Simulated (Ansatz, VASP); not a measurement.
**Ta3N: VASP beside Ansatz**

Contents of INCAR:

```
SYSTEM = Ta3N
ALGO = Normal
EDIFF = 1E-6
ENCUT = 520
GGA = PE
ISIF = 2
ISMEAR = 0
LASPH = .TRUE.
LCHARG = .FALSE.
LREAL = .FALSE.
LWAVE = .FALSE.
NBANDS = 27
NELM = 80
PREC = Accurate
SIGMA = 0.15
```

File KPOINTS:

```
k-points
0
G
  18 18 6
  0 0 0
```

Contents of POSCAR:

```
Ta3N
1.0
    2.9311215807      0.0000000000      0.0000000000
   -1.4655607904      2.6954417763      0.0000000000
    0.0000000000      0.0000000000      7.5575881873
Ta N
3 1
Direct
    0.0000000000      0.0000000000      0.5000000000
    0.3333333333      0.6666666667      0.1735950547
    0.6666666667      0.3333333333      0.8264049453
    0.0000000000      0.0000000000      0.0000000000
```

Input for Ansatz:

```yaml
crystal:
  lattice:
    - [2.9311215807, 0.0, 0.0]
    - [-1.4655607904, 2.6954417763, 0.0]
    - [0.0, 0.0, 7.5575881873]
  atoms:
    - { symbol: Ta, position: [0.0, 0.0, 0.5] }
    - { symbol: Ta, position: [0.3333333333, 0.6666666667, 0.1735950547] }
    - { symbol: Ta, position: [0.6666666667, 0.3333333333, 0.8264049453] }
    - { symbol: "N", position: [0.0, 0.0, 0.0] }
basis:
  ecutwfc: 420
kpoints:
  mp_grid: { grid: [18, 18, 6] }
hamiltonian:
  xc: pbe
scf:
  occupations: { method: gaussian, width: 0.15 }
output:
  forces: true
  stress: true
  eigenvalues: true
```

Change from the starting cell: strain -0.0300 x Voigt [1, -1, 0, 0, 0, 0], atoms carried along.

Alike in both runs: task single point; functional PBE; k mesh 18 × 18 × 6; occupations gaussian, width 0.15 eV; no spin polarisation.

|  | VASP | Ansatz |
| --- | --- | --- |
| version | VASP 6.6.1 | Ansatz 0.2.0 |
| potentials or method | VASP PAW PBE potentials, release 64 (Ta_pv, N), cutoff 520 eV | scalar-relativistic, plane waves, PAW |
| valence electrons in the cell | 38 | 44 |

```csv
,VASP,Ansatz,Ansatz less VASP
gap on the k mesh at the Fermi level (eV),none,none,-
pressure (GPa),0.9,0.6,-0.31
"traceless stress, the component that is largest in VASP (GPa)",4.51,4.52,+0.006
rms of the force components (eV/Å),0.115,0.105,-0.0101
```

Atom by atom the forces differ by 0.020 eV/Å (rms over components). A gap of «none» marks a metal or a gap that the smearing closes. VASP's potentials hold 38 valence electrons a cell and Ansatz's 44, so a difference there can come from the potentials and not from the codes.

Spin-orbit coupling is off throughout.
